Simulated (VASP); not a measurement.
# CuO (Fm-3m) in VASP: further runs

CuO is run at these levels: RPBE, PBE; tasks: single point.

Everything below comes from runs of VASP 6.6.1. Logs are shortened: lines on timing, memory, paths and dates and some standing lists are left out, and cuts for length are marked.

## 1. The cell of the first run

It takes space group Fm-3m (No. 225, cubic). Conventional cell: a = 4.233 Å, b = 4.233 Å, c = 4.233 Å, α = 90.00°, β = 90.00°, γ = 90.00°. Cu (site symmetry m-3m) has 6 O at 2.12 Å within 2.8 Å. Within 2.8 Å of O (site symmetry m-3m) lie 6 Cu at 2.12 Å.

## 2. Single point, RPBE, collinear spin, ferromagnetic start

Input file INCAR:

```
SYSTEM = CuO
  ALGO = Normal
  EDIFF = 1E-6
  ENCUT = 600
  GGA = RP
  GGA_COMPAT = .False.
  ISIF = 2
  ISMEAR = 0
  ISPIN = 2
  LASPH = .True.
  LCHARG = .False.
  LMAXMIX = 4
  LORBIT = 11
  LREAL = .False.
  LWAVE = .False.
  MAGMOM = 0.46 0.25
  NBANDS = 20
  NELM = 200
  PREC = Accurate
  SIGMA = 0.1
```

Input file KPOINTS:

```
k-points
0
Gamma
  6 6 6
  0 0 0
```

Input file POSCAR:

```
CuO
1.0
    0.0000000000      2.1165600000      2.1165600000
    2.1165600000      0.0000000000      2.1165600000
    2.1165600000      2.1165600000      0.0000000000
Cu O
1 1
Direct
    0.0000000000      0.0000000000      0.0000000000
    0.5000000000      0.5000000000      0.5000000000
```

Potentials or basis: VASP PAW PBE potentials, release 64 (Cu, O).

Started as:

```sh
> cat potpaw_PBE.64/Cu/POTCAR potpaw_PBE.64/O/POTCAR > POTCAR
> mpirun -np 1 vasp_std > vasp.out
```

OUTCAR:

```text
SYSTEM = CuO
   EDIFF = 1E-6
   ENCUT = 600
   GGA = RP
   ISIF = 2
   ISMEAR = 0
   ISPIN = 2
   LASPH = .True.
   LORBIT = 11
   LREAL = .False.
   NELM = 200
   PREC = Accurate

 ion  position               nearest neighbor table
   1  0.000  0.000  0.000-   2 2.12   2 2.12   2 2.12   2 2.12   2 2.12   2 2.12
   2  0.500  0.500  0.500-   1 2.12   1 2.12   1 2.12   1 2.12   1 2.12   1 2.12

  LATTYP: Found a face centered cubic cell.
 ALAT       =     4.2331200000

  Lattice vectors:

 A1 = (   0.0000000000,   2.1165600000,   2.1165600000)
 A2 = (   2.1165600000,   0.0000000000,   2.1165600000)
 A3 = (   2.1165600000,   2.1165600000,   0.0000000000)

Analysis of symmetry for initial positions (statically):
=====================================================================
 Subroutine PRICEL returns:
 Original cell was already a primitive cell.

 Routine SETGRP: Setting up the symmetry group for a
 face centered cubic supercell.

 Subroutine GETGRP returns: Found 48 space group operations
 (whereof 48 operations were pure point group operations)
 out of a pool of 48 trial point group operations.

The static configuration has the point symmetry O_h .

Analysis of symmetry for dynamics (positions and initial velocities):
=====================================================================
 Subroutine PRICEL returns:
 Original cell was already a primitive cell.

 Routine SETGRP: Setting up the symmetry group for a
 face centered cubic supercell.

 Subroutine GETGRP returns: Found 48 space group operations
 (whereof 48 operations were pure point group operations)
 out of a pool of 48 trial point group operations.

The dynamic configuration has the point symmetry O_h .

Analysis of structural, dynamic, and magnetic symmetry:
=====================================================================
 Subroutine PRICEL returns:
 Original cell was already a primitive cell.

 Routine SETGRP: Setting up the symmetry group for a
 face centered cubic supercell.

 Subroutine GETGRP returns: Found 48 space group operations
 (whereof 48 operations were pure point group operations)
 out of a pool of 48 trial point group operations.

The overall configuration has the point symmetry O_h .

 Subroutine INISYM returns: Found 48 space group operations
 (whereof 48 operations are pure point group operations),
 and found     1 'primitive' translations

----------------------------------------------------------------------------------------

                                     Primitive cell

  volume of cell :      18.9636

  direct lattice vectors                    reciprocal lattice vectors
     0.000000000  2.116560000  2.116560000    -0.236232377  0.236232377  0.236232377
     2.116560000  0.000000000  2.116560000     0.236232377 -0.236232377  0.236232377
     2.116560000  2.116560000  0.000000000     0.236232377  0.236232377 -0.236232377

  length of vectors
     2.993267858  2.993267858  2.993267858     0.409166479  0.409166479  0.409166479

  position of ions in fractional coordinates (direct lattice)
     0.000000000  0.000000000  0.000000000
     0.500000000  0.500000000  0.500000000

  ion indices of the primitive-cell ions
   primitive index   ion index
                 1           1
                 2           2

----------------------------------------------------------------------------------------

 KPOINTS: k-points

Automatic generation of k-mesh.
 Grid dimensions read from file:
 generate k-points for:    6    6    6

 Generating k-lattice:

  Cartesian coordinates                     Fractional coordinates (reciprocal lattice)
    -0.039372063  0.039372063  0.039372063     0.166666667  0.000000000  0.000000000
     0.039372063 -0.039372063  0.039372063     0.000000000  0.166666667  0.000000000
     0.039372063  0.039372063 -0.039372063     0.000000000  0.000000000  0.166666667

  Length of vectors
     0.068194413  0.068194413  0.068194413

  Shift w.r.t. Gamma in fractional coordinates (k-lattice)
     0.000000000  0.000000000  0.000000000

 Subroutine IBZKPT returns following result:
 ===========================================

 Found     16 irreducible k-points:

 Following reciprocal coordinates:
            Coordinates               Weight
  0.000000  0.000000  0.000000      1.000000
  0.166667  0.000000  0.000000      8.000000
  0.333333  0.000000  0.000000      8.000000
  0.500000  0.000000  0.000000      4.000000
  0.166667  0.166667  0.000000      6.000000
  0.333333  0.166667  0.000000     24.000000
[... 8 lines left out ...]
 -0.333333  0.333333  0.166667     24.000000
 -0.333333  0.500000  0.166667     12.000000
   k-points           NKPTS =     16   k-points in BZ     NKDIM =     16   number of bands    NBANDS=     20
   number of dos      NEDOS =    301   number of ions     NIONS =      2
   total plane-waves  NPLWV =  13824
   dimension x,y,z NGX =    24 NGY =   24 NGZ =   24
   dimension x,y,z NGXF=    48 NGYF=   48 NGZF=   48
   ions per type =               1   1
   NGX,Y,Z   is equivalent  to a cutoff of  13.33, 13.33, 13.33 a.u.
   NGXF,Y,Z  is equivalent  to a cutoff of  26.66, 26.66, 26.66 a.u.
 SYSTEM =  CuO
   PREC   = accura    normal or accurate (medium, high low for compatibility)
   ISTART =      0    job   : 0-new  1-cont  2-samecut
   ICHARG =      2    charge: 1-file 2-atom 10-const
   ISPIN  =      2    spin polarized calculation?
   LNONCOLLINEAR =      F non collinear calculations
   LSORBIT =      F    spin-orbit coupling
   LASPH  =      T    aspherical Exc in radial PAW
   ENCUT  =  600.0 eV  44.10 Ry    6.64 a.u.   5.98  5.98  5.98*2*pi/ulx,y,z
   NELM   =    200;   NELMIN=  2; NELMDL= -5     # of ELM steps
   EDIFF  = 0.1E-05   stopping-criterion for ELM
   LREAL  =      F    real-space projection
   EDIFFG = 0.1E-04   stopping-criterion for IOM
   NSW    =      0    number of steps for IOM
   IBRION =     -1    ionic relax: 0-MD 1-quasi-New 2-CG
   NFREE  =      0    steps in history (QN), initial steepest desc. (CG)
   ISIF   =      2    stress and relaxation
   ISYM   =      2    0-nonsym 1-usesym 2-fastsym
   POTIM  = 0.5000    time-step for ionic-motion
   TEBEG  =    0.0;   TEEND  =   0.0 temperature during run
   PSTRESS=    0.0 pullay stress
   NELECT =      17.0000    total number of electrons
[... 31 lines left out ...]
  ---------------------------------------------------
  free energy    TOTEN  =        -8.62796173 eV

  energy without entropy =       -8.62214435  energy(sigma->0) =       -8.62505304

 E-fermi :   6.4125     XC(G=0): -12.2286

 val. band max:        6.3301861827   @ k =   0.3333   0.0000   0.0000
 cond. band min:       6.4386513719   @ k =   0.3333   0.1667   0.0000
 fundamental gap:      0.1084651892
 Fermi energy:         6.4124715112

 spin component 1

 k-point     1 :       0.0000    0.0000    0.0000
  band No.  band energies     occupation
      1     -13.3871      1.00000
      2       3.7365      1.00000
      3       3.7365      1.00000
      4       3.7365      1.00000
      5       3.7518      1.00000
      6       3.7518      1.00000
[... 12 lines left out ...]
     19      31.8641      0.00000
     20      40.8955      0.00000

 k-point     2 :       0.1667    0.0000    0.0000
  band No.  band energies     occupation
      1     -13.1117      1.00000
      2       1.9351      1.00000
      3       2.4807      1.00000
      4       2.4807      1.00000
      5       3.8772      1.00000
      6       3.8772      1.00000
[... 12 lines left out ...]
     19      34.8837      0.00000
     20      39.2414      0.00000

 k-point     3 :       0.3333    0.0000    0.0000
  band No.  band energies     occupation
      1     -12.4941      1.00000
      2      -0.2393      1.00000
      3       1.5514      1.00000
      4       1.5514      1.00000
      5       4.1663      1.00000
      6       4.1663      1.00000
[... 12 lines left out ...]
     19      36.8296      0.00000
     20      40.1074      0.00000

 k-point     4 :       0.5000    0.0000    0.0000
  band No.  band energies     occupation
      1     -12.1407      1.00000
      2      -1.1633      1.00000
      3       1.2190      1.00000
      4       1.2190      1.00000
      5       4.3166      1.00000
      6       4.3166      1.00000
[... 242 lines left out ...]
     19      37.9779      0.00000
     20      40.4163      0.00000

 k-point    15 :      -0.3333    0.3333    0.1667
  band No.  band energies     occupation
      1     -12.0004      1.00000
      2       0.0145      1.00000
      3       0.9477      1.00000
      4       1.3488      1.00000
      5       4.1638      1.00000
      6       4.3239      1.00000
[... 12 lines left out ...]
     19      37.4803      0.00000
     20      44.1718      0.00000

 k-point    16 :      -0.3333    0.5000    0.1667
  band No.  band energies     occupation
      1     -11.9738      1.00000
      2       0.4267      1.00000
      3       1.3335      1.00000
      4       1.3946      1.00000
      5       4.0880      1.00000
      6       4.3439      1.00000
[... 12 lines left out ...]
     19      41.2727      0.00000
     20      42.6747      0.00000
 Fermi energy:         6.4124715112

 spin component 2

 k-point     1 :       0.0000    0.0000    0.0000
  band No.  band energies     occupation
      1     -13.0337      1.00000
      2       3.9908      1.00000
      3       3.9908      1.00000
      4       3.9908      1.00000
      5       4.2908      1.00000
      6       4.2908      1.00000
[... 12 lines left out ...]
     19      32.0141      0.00000
     20      41.0079      0.00000

 k-point     2 :       0.1667    0.0000    0.0000
  band No.  band energies     occupation
      1     -12.7483      1.00000
      2       2.2396      1.00000
      3       2.9945      1.00000
      4       2.9945      1.00000
      5       4.1934      1.00000
      6       4.1934      1.00000
[... 12 lines left out ...]
     19      35.0464      0.00000
     20      39.3987      0.00000

 k-point     3 :       0.3333    0.0000    0.0000
  band No.  band energies     occupation
      1     -12.1048      1.00000
      2       0.0044      1.00000
      3       2.0467      1.00000
      4       2.0467      1.00000
      5       4.4842      1.00000
      6       4.4842      1.00000
[... 12 lines left out ...]
     19      36.9920      0.00000
     20      40.1731      0.00000

 k-point     4 :       0.5000    0.0000    0.0000
  band No.  band energies     occupation
      1     -11.7340      1.00000
      2      -0.9480      1.00000
      3       1.7072      1.00000
      4       1.7072      1.00000
      5       4.6365      1.00000
      6       4.6365      1.00000
[... 245 lines left out ...]
 k-point    15 :      -0.3333    0.3333    0.1667
  band No.  band energies     occupation
      1     -11.5835      1.00000
      2       0.2652      1.00000
      3       1.2705      1.00000
      4       1.8081      1.00000
      5       4.5656      1.00000
      6       4.6036      1.00000
[... 12 lines left out ...]
     19      37.6130      0.00000
     20      44.2457      0.00000

 k-point    16 :      -0.3333    0.5000    0.1667
  band No.  band energies     occupation
      1     -11.5538      1.00000
      2       0.6855      1.00000
      3       1.6752      1.00000
      4       1.7561      1.00000
      5       4.3827      1.00000
      6       4.8016      1.00000
[... 12 lines left out ...]
     19      41.3090      0.00000
     20      42.7123      0.00000

------------------------ aborting loop because EDIFF is reached ----------------------------------------

  FORCE on cell =-STRESS in cart. coord.  units (eV):
  Direction    XX          YY          ZZ          XY          YZ          ZX
  --------------------------------------------------------------------------------------
  -------------------------------------------------------------------------------------
  Total        0.9592186      0.9592186      0.9592186      0.0000000      0.0000000      0.0000000
  in kB       81.0413032     81.0413032     81.0413032      0.0000000      0.0000000      0.0000000
  external PRESSURE =      81.0413032 kB  Pullay stress =       0.0000000 kB

 VOLUME and BASIS-vectors are now :
 -----------------------------------------------------------------------------
  energy-cutoff  :      600.00
  volume of cell :       18.96
      direct lattice vectors                 reciprocal lattice vectors
     0.000000000  2.116560000  2.116560000    -0.236232377  0.236232377  0.236232377
     2.116560000  0.000000000  2.116560000     0.236232377 -0.236232377  0.236232377
     2.116560000  2.116560000  0.000000000     0.236232377  0.236232377 -0.236232377

 POSITION                                       TOTAL-FORCE (eV/Angst)
 -----------------------------------------------------------------------------------
      0.00000      0.00000      0.00000         0.000000      0.000000      0.000000
      2.11656      2.11656      2.11656        -0.000000     -0.000000     -0.000000
 -----------------------------------------------------------------------------------
    total drift:                                0.000000     -0.000000     -0.000000

  FREE ENERGIE OF THE ION-ELECTRON SYSTEM (eV)
  ---------------------------------------------------
  free  energy   TOTEN  =        -8.6279617270 eV

  energy  without entropy=       -8.6221443499  energy(sigma->0) =       -8.62505304

 total charge

# of ion       s       p       d       tot
------------------------------------------
    1        0.305   0.319   9.138   9.762
    2        1.577   3.373   0.000   4.950
--------------------------------------------------
tot          1.882   3.692   9.138  14.712

 magnetization (x)

# of ion       s       p       d       tot
------------------------------------------
    1       -0.003   0.004   0.428   0.428
    2        0.007   0.221   0.000   0.228
--------------------------------------------------
tot          0.003   0.224   0.428   0.655
```

It took 42 s on 1 thread of Intel Xeon 8259CL, shared host; peak memory 0.12 GiB.

What came out:

| Item | Value |
| --- | --- |
| Free energy | -8.6280 eV |
| Pressure | 8.1 GPa |
| Net moment | 0.68 μB per cell |
| Site moments | Cu +0.43; O +0.23 μB |
| Valence electrons inside the program's atomic spheres | Cu 9.76; O 4.95 |

Caveat: the k points lie up to 0.43 Å⁻¹ apart; the PAW data sets were made with another functional, which shifts forces and pressure a little; a cell with one magnetic atom can't hold antiferromagnetic order, which such compounds often take; semilocal functionals often make such compounds metallic where correlation or magnetic order opens a gap, which also shifts bond lengths. With open d or f shells a metallic result of RPBE can be an artefact of self-interaction; +U or a hybrid may open a gap.

## 3. Single point, PBE, collinear spin, ferromagnetic start

Input file INCAR:

```
PREC = Accurate
ENCUT = 600
EDIFF = 1E-6
ISMEAR = 1
SIGMA = 0.06802846561497
LREAL = False
LASPH = True
NELM = 200
ALGO = Normal
ISIF = 2
LWAVE = False
LCHARG = False
ISPIN = 2
MAGMOM = 0.46 0.25
LORBIT = 11
LMAXMIX = 4
GGA = PE
NBANDS = 20
GGA_COMPAT = False
```

Input file KPOINTS:

```
regular mesh
0
Gamma
  6 6 6
```

POSCAR is that of step 2.

Potentials or basis: VASP PAW PBE potentials, release 64 (Cu, O).

Started as:

```sh
> cat potpaw_PBE.64/Cu/POTCAR potpaw_PBE.64/O/POTCAR > POTCAR
> mpirun -np 1 vasp_std > vasp.out
```

It took 2.5 min on 1 thread of Intel Xeon 8259CL, shared host; peak memory 0.13 GiB.

The run converged. Its results:

- Free energy: -9.5155 eV
- Pressure: 2.4 GPa
- Net moment: 0.71 μB per cell
- Site moments: Cu +0.45; O +0.24 μB
- Valence electrons inside the program's atomic spheres: Cu 9.77; O 4.93

Levels at points of the mesh, in eV from the Fermi level:
Spin up:
| k point | band 7 | band 8 | band 9 | band 10 | band 11 | band 12 |
| --- | --- | --- | --- | --- | --- | --- |
| (0.00, 0.00, 0.00) | -2.55 | -2.55 | -2.55 | 1.32 | 18.16 | 18.60 |
| (0.50, 0.00, 0.00) | -1.66 | 0.34 | 0.34 | 5.67 | 9.46 | 13.70 |
| (0.50, 0.50, 0.00) | -1.99 | -1.92 | -1.92 | 5.54 | 10.48 | 11.99 |
Spin down:
| k point | band 4 | band 5 | band 6 | band 7 | band 8 | band 9 | band 10 | band 11 | band 12 | band 13 |
| --- | --- | --- | --- | --- | --- | --- | --- | --- | --- | --- |
| (0.00, 0.00, 0.00) | -2.44 | -2.11 | -2.11 | -2.11 | -1.92 | -1.92 | 1.49 | 18.12 | 18.67 | 18.67 |
| (0.50, 0.00, 0.00) | -4.72 | -1.79 | -1.79 | -1.36 | 1.05 | 1.05 | 5.75 | 9.77 | 13.75 | 13.75 |
| (0.50, 0.50, 0.00) | -3.44 | -3.15 | -1.62 | -1.62 | -1.62 | -1.17 | 5.65 | 10.74 | 12.07 | 16.26 |

Caveat: the k points lie up to 0.43 Å⁻¹ apart; a cell with one magnetic atom can't hold antiferromagnetic order, which such compounds often take; semilocal functionals often make such compounds metallic where correlation or magnetic order opens a gap, which also shifts bond lengths.

## 4. Single point, PBE, collinear spin, ferromagnetic start

Input file INCAR:

```
PREC = Accurate ; ENCUT = 600
EDIFF = 1E-6 ; ISMEAR = -1
SIGMA = 0.025851999786435532 ; LREAL = False
LASPH = True ; NELM = 200
ALGO = Normal ; ISIF = 2
LWAVE = False ; LCHARG = True
ISPIN = 2 ; MAGMOM = 0.46 0.25
LORBIT = 11 ; LMAXMIX = 4
GGA = PE ; LELF = True
LVHAR = True ; NBANDS = 20
GGA_COMPAT = False
```

Input file KPOINTS:

```
Automatic mesh
0
Gamma
  6 6 6
```

POSCAR is that of step 3.

Started as:

```sh
> cat potpaw_PBE.64/Cu/POTCAR potpaw_PBE.64/O/POTCAR > POTCAR
> mpirun -np 1 vasp_std > vasp.out
```

Run time: 69 s. Hardware: 1 thread of Intel Xeon 8259CL, shared host; peak memory 0.12 GiB.

It converged, with:

```
Free energy                                           : -9.5169 eV
Pressure                                              : 2.4 GPa
Net moment                                            : 0.69 μB per cell
Site moments                                          : Cu +0.44; O +0.23 μB
Valence electrons inside the program's atomic spheres : Cu 9.77; O 4.93
```

Levels at points of the mesh, in eV from the Fermi level:
Spin up:
| k point | band 6 | band 7 | band 8 | band 9 | band 10 | band 11 | band 12 | band 13 |
| --- | --- | --- | --- | --- | --- | --- | --- | --- |
| (0.00, 0.00, 0.00) | -2.68 | -2.53 | -2.53 | -2.53 | 1.33 | 18.17 | 18.61 | 18.61 |
| (0.50, 0.00, 0.00) | -2.10 | -1.64 | 0.36 | 0.36 | 5.68 | 9.47 | 13.71 | 13.71 |
| (0.50, 0.50, 0.00) | -2.40 | -1.96 | -1.90 | -1.90 | 5.56 | 10.49 | 12.01 | 16.09 |
Spin down:
```tsv
k point	band 6	band 7	band 8	band 9	band 10	band 11
(0.00, 0.00, 0.00)	-2.11	-2.11	-1.92	-1.92	1.50	18.14
(0.50, 0.00, 0.00)	-1.78	-1.34	1.05	1.05	5.76	9.78
(0.50, 0.50, 0.00)	-1.61	-1.61	-1.61	-1.17	5.66	10.75
```

Caveat: the k points lie up to 0.43 Å⁻¹ apart; a cell with one magnetic atom can't hold antiferromagnetic order, which such compounds often take; semilocal functionals often make such compounds metallic where correlation or magnetic order opens a gap, which also shifts bond lengths. With open d or f shells a metallic result of PBE can be an artefact of self-interaction; +U or a hybrid may open a gap.

## 5. The runs side by side

```csv
level,smearing,gap on the mesh (eV),pressure (GPa),moment (μB)
RPBE,gaussian 0.1 eV,none,8.1,0.68
PBE,methfessel-paxton 0.0680285 eV,none,2.4,0.71
PBE,fermi-dirac 0.025852 eV,none,2.4,0.69
```

Alike in all rows: task single point; potentials or basis VASP PAW PBE potentials, release 64 (Cu, O); spin collinear, ferromagnetic start; cell as given; k mesh 6 × 6 × 6; cutoff (eV) 600.

Caveats: all runs use coarse meshes; a cell with one magnetic atom can't hold antiferromagnetic order, which such compounds often take; semilocal functionals often make such compounds metallic where correlation or magnetic order opens a gap, which also shifts bond lengths; the PAW data sets were made with another functional, which shifts forces and pressure a little (at least some runs).

Total energies depend on the potentials used, so only differences within one code and one set of settings carry meaning.

The gap in the log of VASP goes by the Fermi energy; the results here count the filled bands.